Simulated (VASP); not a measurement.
A run of VASP 6.6.1 is set up as follows.

Contents of INCAR:

```
SYSTEM = TaN
PREC     = Accurate       ! precision mode
ENCUT    = 600            ! plane-wave cutoff, eV
EDIFF    = 1E-6           ! SCF threshold, eV
ISMEAR   = -1             ! smearing method
SIGMA    = 0.02           ! smearing width, eV
LREAL    = .FALSE.        ! projectors in reciprocal space
LASPH    = .TRUE.         ! aspherical terms in the spheres
NELM     = 120            ! most SCF steps
ALGO     = Normal         ! electronic algorithm
ISIF     = 2              ! what is computed and relaxed
LWAVE    = .FALSE.        ! write WAVECAR
LCHARG   = .FALSE.        ! write CHGCAR
GGA      = PS             ! functional
NBANDS   = 15             ! bands
GGA_COMPAT= .FALSE.
```

File KPOINTS:

```
regular mesh
0
G
  9 9 9
  0 0 0
```

POSCAR

```
TaN
1.0
    0.0000000000      2.1790000000      2.2225800000
    2.1790000000      0.0000000000      2.2225800000
    2.1790000000      2.1790000000      0.0000000000
Ta N
1 1
Direct
    0.5000000000      0.5000000000      0.5000000000
    0.0000000000      0.0000000000      0.0000000000
```

Potentials or basis: VASP PAW PBE potentials, release 64 (Ta_pv, N).

Run with:

```console
$ cat potpaw_PBE.64/Ta_pv/POTCAR potpaw_PBE.64/N/POTCAR > POTCAR
$ mpirun -np 1 vasp_std > vasp.out
```

Problem. Estimate the band gap on the k mesh.

Solution. Zero (band 8 reaches 11.03 eV, above the bottom of band 9 at 7.39 eV).

Problem. Predict the pressure.

Solution. -1.6 GPa.

Stress tensor (GPa, compression positive):
```
  2.80   0.00   0.00
  0.00   2.80   0.00
  0.00   0.00 -10.46
```

Caveat: the cell differs from its parent crystal (zz strain of +2 %); the PAW data sets were made with another functional, which shifts forces and pressure a little; spin-orbit coupling is left out, which moves the levels of the heavy elements.
